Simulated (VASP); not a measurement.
# Sb in VASP: single point with PBE+D3(BJ)

Aim: the single point of Sb with PBE+D3(BJ).

Everything below comes from runs of VASP 6.6.1. Logs are shortened: lines on timing, memory, paths and dates and some standing lists are left out, and cuts for length are marked.

## (1) The cell of the first run

The cell holds a sheet with vacuum, 2 atoms: a = 4.069 Å, b = 4.069 Å, c = 27.100 Å, α = 90.00°, β = 90.00°, γ = 120.00°.

## (2) Single point, PBE+D3(BJ)

The input, INCAR:

```
ALGO = Normal
DIPOL = 0.5 0.5 0.289
EDIFF = 1E-6
ENCUT = 400
GGA = PE
GGA_COMPAT = False
IDIPOL = 3
ISIF = 2
ISMEAR = 0
IVDW = 12
LASPH = True
LCHARG = False
LDIPOL = True
LREAL = False
LWAVE = False
NBANDS = 12
NELM = 120
NELMDL = -8
PREC = Accurate
SIGMA = 0.03
```

The input, KPOINTS:

```
k-points
0
Gamma
  12 12 1
```

The input, POSCAR:

```
Sb
1.0
    4.0685005391      0.0000000000      0.0000000000
   -2.0342502696      3.5234248222      0.0000000000
    0.0000000000      0.0000000000     27.1000000030
Sb
2
Direct
    0.3333333333      0.6666666667      0.2583030261
    0.6666666667      0.3333333333      0.3191877488
```

Potentials or basis: VASP PAW PBE potentials, release 64 (Sb).

Started as:

```bash
$ cat potpaw_PBE.64/Sb/POTCAR > POTCAR
$ mpirun -np 1 vasp_std > vasp.out
```

OUTCAR:

```text
EDIFF = 1E-6
   ENCUT = 400
   GGA = PE
   ISIF = 2
   ISMEAR = 0
   IVDW = 12
   LASPH = True
   LREAL = False
   NELM = 120
   NELMDL = -8
   PREC = Accurate
 IVDW          = 12

 ion  position               nearest neighbor table
   1  0.333  0.667  0.258-   2 2.87   2 2.87   2 2.87
   2  0.667  0.333  0.319-   1 2.87   1 2.87   1 2.87

  LATTYP: Found a hexagonal cell.
 ALAT       =     4.0685005391
 C/A-ratio  =     6.6609306654

  Lattice vectors:

 A1 = (   4.0685005391,   0.0000000000,   0.0000000000)
 A2 = (  -2.0342502696,   3.5234248222,   0.0000000000)
 A3 = (   0.0000000000,   0.0000000000,  27.1000000030)

Analysis of symmetry for initial positions (statically):
=====================================================================
 Subroutine PRICEL returns:
 Original cell was already a primitive cell.

 Routine SETGRP: Setting up the symmetry group for a
 hexagonal supercell.

 Subroutine GETGRP returns: Found 12 space group operations
 (whereof  6 operations were pure point group operations)
 out of a pool of 24 trial point group operations.

The static configuration has the point symmetry C_3v.
 The point group associated with its full space group is D_3d.

Analysis of symmetry for dynamics (positions and initial velocities):
=====================================================================
 Subroutine PRICEL returns:
 Original cell was already a primitive cell.

 Routine SETGRP: Setting up the symmetry group for a
 hexagonal supercell.

 Subroutine GETGRP returns: Found 12 space group operations
 (whereof  6 operations were pure point group operations)
 out of a pool of 24 trial point group operations.

The dynamic configuration has the point symmetry C_3v.
 The point group associated with its full space group is D_3d.

 Subroutine INISYM returns: Found 12 space group operations
 (whereof  6 operations are pure point group operations),
 and found     1 'primitive' translations

----------------------------------------------------------------------------------------

                                     Primitive cell

  volume of cell :     388.4800

  direct lattice vectors                    reciprocal lattice vectors
     4.068500539  0.000000000  0.000000000     0.245790799  0.141907384  0.000000000
    -2.034250270  3.523424822  0.000000000     0.000000000  0.283814768  0.000000000
     0.000000000  0.000000000 27.100000003     0.000000000  0.000000000  0.036900369

  length of vectors
[... 92 lines left out ...]
   EFERMI_NEDOS =   21; number of points for ismear=-14 and -15
   IALGO  =     38    algorithm
   IMIX   =      4    mixing-type and parameters
     AMIX     =   0.40;   BMIX     =  1.00
     AMIX_MAG =   1.60;   BMIX_MAG =  1.00
  volume/ion in A,a.u.               =     194.24      1310.80
  Fermi-wavevector in a.u.,A,eV,Ry     =   0.483376  0.913449  3.179036  0.233653
  Thomas-Fermi vector in A             =   1.482506
   LORBIT       =      0    0 simple, 1 ext, 2 COOP (PROOUT), +10 PAW based schemes
   GGA     = PE    functional components
   LHFCALC =     F    Hartree Fock is set to
   AEXX    =    0.0000 exact exchange contribution
   IVDW    =    12    specifies the selected vdW correction
   LEPSILON=     F    determine dielectric tensor
   LRPA    =     F    only Hartree local field effects (RPA)
 non-spin polarized calculation
 Gauss-broadening in eV      SIGMA  =   0.03
  energy-cutoff  :      400.00
  volume of cell :      388.48
 maximum number of plane-waves:      7125
 NGX is ok and might be reduce to    28
   NGX = 13   NGY = 13   NGZ = 89

 dipolmoment           0.000000      0.000000      0.000001 electrons x Angstroem

 number of electron      10.0000000 magnetization

 dipolmoment           0.000000      0.000000     -0.000000 electrons x Angstroem

 Free energy of the ion-electron system (eV)
  ---------------------------------------------------
  ext. energy  EPLUGINS =         0.00000000
  ---------------------------------------------------
  free energy    TOTEN  =        -8.10045045 eV

  energy without entropy =       -8.10045045  energy(sigma->0) =       -8.10045045

 E-fermi :  -2.8347     XC(G=0):  -2.0127

 val. band max:       -2.9640682538   @ k =   0.0000   0.0000   0.0000
 cond. band min:      -1.7763538846   @ k =   0.3333   0.0000   0.0000
 fundamental gap:      1.1877143691
 Fermi energy:        -2.8347499219

 k-point     1 :       0.0000    0.0000    0.0000
  band No.  band energies     occupation
      1     -14.4602      2.00000
      2      -9.3911      2.00000
      3      -3.7289      2.00000
      4      -2.9641      2.00000
      5      -2.9641      2.00000
      6      -1.3269      0.00000
      7      -0.1653      0.00000
      8      -0.1653      0.00000
      9       1.2221      0.00000
     10       1.4941      0.00000
     11       1.9360      0.00000
     12       2.2248      0.00000
[... 256 lines left out ...]
 k-point    19 :       0.3333    0.3333    0.0000
  band No.  band energies     occupation
      1     -11.5503      2.00000
      2     -11.5503      2.00000
      3      -6.6487      2.00000
      4      -4.8763      2.00000
      5      -4.8763      2.00000
      6      -1.6079      0.00000
      7       0.5577      0.00000
      8       0.5577      0.00000
      9       3.5643      0.00000
     10       4.3581      0.00000
     11       4.3581      0.00000
     12       4.8152      0.00000

------------------------ aborting loop because EDIFF is reached ----------------------------------------

 vacuum level on the upper side and lower side of the slab       (xc-potential included)        -0.007        -0.007

 Edisp (eV)   -0.47323

 E8    (eV) :    -0.2355

  FORCE on cell =-STRESS in cart. coord.  units (eV):
  Direction    XX          YY          ZZ          XY          YZ          ZX
  --------------------------------------------------------------------------------------
  -------------------------------------------------------------------------------------
  Total       0.02145     0.02145     0.14379    -0.00000     0.00000     0.00000
  in kB       0.08848     0.08848     0.59302    -0.00000     0.00000     0.00000
  external pressure =        0.26 kB  Pullay stress =        0.00 kB

 VOLUME and BASIS-vectors are now :
 -----------------------------------------------------------------------------
  energy-cutoff  :      400.00
  volume of cell :      388.48
      direct lattice vectors                 reciprocal lattice vectors
     4.068500539  0.000000000  0.000000000     0.245790799  0.141907384  0.000000000
    -2.034250270  3.523424822  0.000000000     0.000000000  0.283814768  0.000000000
     0.000000000  0.000000000 27.100000003     0.000000000  0.000000000  0.036900369

 POSITION                                       TOTAL-FORCE (eV/Angst)
 -----------------------------------------------------------------------------------
     -0.00000      2.34895      7.00001        -0.000000      0.000000     -0.090767
      2.03425      1.17447      8.64999         0.000000     -0.000000      0.090767
 -----------------------------------------------------------------------------------
    total drift:                                0.000000     -0.000000     -0.000003

  FREE ENERGIE OF THE ION-ELECTRON SYSTEM (eV)
  ---------------------------------------------------
  free  energy   TOTEN  =        -8.5736823943 eV

  energy  without entropy=       -8.5736823943  energy(sigma->0) =       -8.57368239

 vacuum level on the upper side and lower side of the slab         1.763         1.763
```

OSZICAR:

```text
N       E                     dE             d eps       ncg     rms          rms(c)
DAV:   1     0.501586430572E+02    0.50159E+02   -0.22047E+03   456   0.410E+02
DAV:   2    -0.382888249612E+01   -0.53988E+02   -0.49324E+02   704   0.810E+01
DAV:   3    -0.808184302243E+01   -0.42530E+01   -0.42397E+01   656   0.284E+01
[... 14 lines left out ...]
DAV:  18    -0.810043251262E+01   -0.24285E-04   -0.14653E-06   608   0.290E-03    0.497E-04
DAV:  19    -0.810044208959E+01   -0.95770E-05   -0.25353E-07   632   0.123E-03    0.358E-04
DAV:  20    -0.810044830786E+01   -0.62183E-05   -0.18651E-07   524   0.947E-04    0.214E-04
DAV:  21    -0.810044975213E+01   -0.14443E-05   -0.30295E-08   516   0.395E-04    0.897E-05
DAV:  22    -0.810045045438E+01   -0.70225E-06   -0.15700E-08   468   0.249E-04
   1 F= -.85736824E+01 E0= -.85736824E+01  d E =-.200178E-11
```

stdout:

```text
POSCAR found type information on POSCAR Sb
 POSCAR found :  1 types and       2 ions
 scaLAPACK will be used
 LDA part: xc-table for (Slater+PW92), standard interpolation
 POSCAR, INCAR and KPOINTS ok, starting setup
 FFT: planning ... GRIDC
 FFT: planning ... GRID_SOFT
 FFT: planning ... GRID
 WAVECAR not read
 entering main loop
```

Wall time 2.3 min (1 thread of Intel Xeon 8259CL, shared host); peak memory 0.35 GiB.

Results:

- Free energy: -8.5737 eV
- Largest force: 0.091 eV/Å
- Band gap on the k mesh: 1.19 eV, indirect (least direct gap 1.64 eV)
- Dispersion energy per atom: -0.237 eV

Forces in eV/Å, atoms in the order of the input:
```
Sb   0.000  0.000 -0.091
Sb   0.000  0.000  0.091
```

Levels at points of the mesh, in eV from the valence-band top:
```tsv
k point	band 3	band 4	band 5	band 6	band 7	band 8
(0.00, 0.00, 0.00)	-0.76	0.00	0.00	1.64	2.80	2.80
(0.50, 0.00, 0.00)	-3.09	-1.62	-1.60	1.58	2.32	3.53
```

Caveat: spin-orbit coupling is left out, which moves the levels of the heavy elements.
